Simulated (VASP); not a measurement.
## AgCl: electric field gradients with PBE

The system is AgCl.

```
Ag Cl
1.0
     1.92704   -5.72329    0.00000
     1.92704    5.72329    0.00000
     0.00000    0.00000    3.92404
Ag Cl
2 2
Direct
  0.39656 0.60344 0.75000
  0.60344 0.39656 0.25000
  0.86545 0.13455 0.25000
  0.13455 0.86545 0.75000
```

This cell differs from its parent crystal: equal xx and yy strain of +3 %.

| Property | Result |
| --- | --- |
| Program | VASP 6.6.1 |
| Task | electric field gradients |
| Functional | PBE |
| Potentials or basis | VASP PAW PBE potentials, release 64 (Ag, Cl) |
| Cutoff | 520 eV |
| k mesh | 9 × 9 × 8 |
| Occupations | fermi-dirac, width 0.03 eV |
| Spin | no spin polarisation |
| Dipole correction | no |
| Further INCAR settings | ALGO = Normal; EDIFF = 1e-08; NBANDS = 26 |

| Quantity | Value |
| --- | --- |
| Pressure | -1.1 GPa |
| Largest force | 0.049 eV/Å |
| Band gap on the k mesh | 0.49 eV (least direct gap 1.91 eV) |
| Largest electric field gradient by atom | Ag +53.2; Cl -59.4 V/Å² |

Forces in eV/Å, atoms in the order of the input:
```
Ag   0.000  0.049  0.000
Ag   0.000 -0.049  0.000
Cl   0.000 -0.031  0.000
Cl   0.000  0.031  0.000
```

Stress tensor (GPa, compression positive):
```
-1.64  0.00  0.00
 0.00 -0.39  0.00
 0.00  0.00 -1.23
```

Levels at points of the mesh, in eV from the valence-band top:
| k point | band 16 | band 17 | band 18 | band 19 | band 20 | band 21 |
| --- | --- | --- | --- | --- | --- | --- |
| (0.00, 0.00, 0.00) | -1.57 | -1.53 | -1.42 | 0.49 | 3.23 | 7.44 |
| (0.00, 0.00, 0.50) | -1.19 | -0.05 | -0.05 | 4.26 | 4.26 | 6.77 |

Electric field gradients, principal values (V/Å²):
| atom | least | middle | greatest (by size) |
| --- | --- | --- | --- |
| 1 Ag | -26.475 | -26.679 | 53.154 |
| 2 Ag | -26.475 | -26.679 | 53.154 |
| 3 Cl | 16.322 | 43.076 | -59.398 |
| 4 Cl | 16.322 | 43.076 | -59.398 |

Run time: 5 min on 1 thread of Intel(R) Xeon(R) Platinum 8259CL CPU @ 2.50GHz (Skylake/Cascade Lake) (shared host), peak memory 0.4 GiB.

Caveat: the cell differs from its parent crystal (equal xx and yy strain of +3 %); without QUAD_EFG the Cq values of the log hold for a quadrupole moment of 1 mb, not for the nuclei; an odd mesh through Γ misses points on the zone boundary, where band edges can lie.
